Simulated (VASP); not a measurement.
Input of a VASP 6.6.1 run:

Contents of INCAR:

```
SYSTEM = NiMoIrPdW
ALGO = Normal
EDIFF = 1E-7
ENCUT = 520
GGA = RE
ISIF = 2
ISMEAR = -1
ISPIN = 2
LASPH = .True.
LCHARG = .True.
LELF = .True.
LMAXMIX = 4
LORBIT = 11
LREAL = .False.
LVHAR = .True.
LWAVE = .False.
MAGMOM = 1 1 0 0.6 0
NBANDS = 40
NELM = 150
PREC = Accurate
SIGMA = 0.05
```

Contents of KPOINTS:

```
k-points
0
Gamma
  8 8 5
  0 0 0
```

Contents of POSCAR:

```
NiMoIrPdW
1.0
    4.1170500000      0.0000000000      0.0000000000
   -2.0585300000      3.5654700000      0.0000000000
    0.0000000000      0.0000000000      5.4458000000
Ni Mo Pd Ir W
1 1 1 1 1
Direct
    0.0000000000      0.0000000000      0.9577500000
    0.6666700000      0.3333300000      0.9616100000
    0.6666700000      0.3333300000      0.4629500000
    0.3333300000      0.6666700000      0.7257200000
    0.3333300000      0.6666700000      0.2364200000
```

Potentials or basis: VASP PAW PBE potentials, release 64 (Ni, Mo_sv, Pd, Ir, W_sv).

The run is started by

```sh
$ cat potpaw_PBE.64/Ni/POTCAR potpaw_PBE.64/Mo_sv/POTCAR potpaw_PBE.64/Pd/POTCAR potpaw_PBE.64/Ir/POTCAR potpaw_PBE.64/W_sv/POTCAR > POTCAR
$ mpirun -np 1 vasp_std > vasp.out
```

Question: What does it give for the net moment?

Answer: 0.00 μB per cell.

Question: Predict the largest force.

Answer: 0.055 eV/Å.

Forces in eV/Å, atoms in the order of the input:
```
Ni   0.000  0.000 -0.008
Mo   0.000  0.000  0.055
Pd   0.000  0.000  0.021
Ir   0.000  0.000 -0.019
W    0.000  0.000 -0.049
```

Caveat: the moments typed at the start vanished in this run; the PAW data sets were made with another functional, which shifts forces and pressure a little.
